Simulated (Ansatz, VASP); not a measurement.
**One calculation of Ti3B, two programs**

```xyz
4
Lattice="3.7773 0.0000 0.0000 0.0000 3.7773 0.0000 0.0000 0.0000 3.7773" Properties=species:S:1:pos:R:3 pbc="T T T"
Ti    0.0000    1.8887    1.8887
Ti    1.8887    0.0000    1.8887
Ti    1.8887    1.8887    0.0000
B     0.0000    0.0000    0.0000
```

Alike in both runs: functional PBE; k mesh 12 × 12 × 12; occupations gaussian, width 0.1 eV; no spin polarisation.

Ansatz relaxed the structure, and its values are those at the end. VASP's run is a single point on that final structure, the one shown.

```csv
,VASP,Ansatz
version,VASP 6.6.1,Ansatz 0.2.0
potentials or method,"VASP PAW PBE potentials, release 64 (Ti_sv, B), cutoff 520 eV","scalar-relativistic, plane waves, PAW"
valence electrons in the cell,39,39
```

Ansatz gave:

| Quantity | Value |
| --- | --- |
| gap on the k mesh at the Fermi level (eV) | none |
| pressure (GPa) | 0.0 |

Q: Which values does VASP return?

A: gap on the k mesh at the Fermi level (eV): none; pressure (GPa): -0.2.

A gap of «none» marks a metal or a gap that the smearing closes. The functional is the same, so the differences come from potentials, cutoffs and numerics.
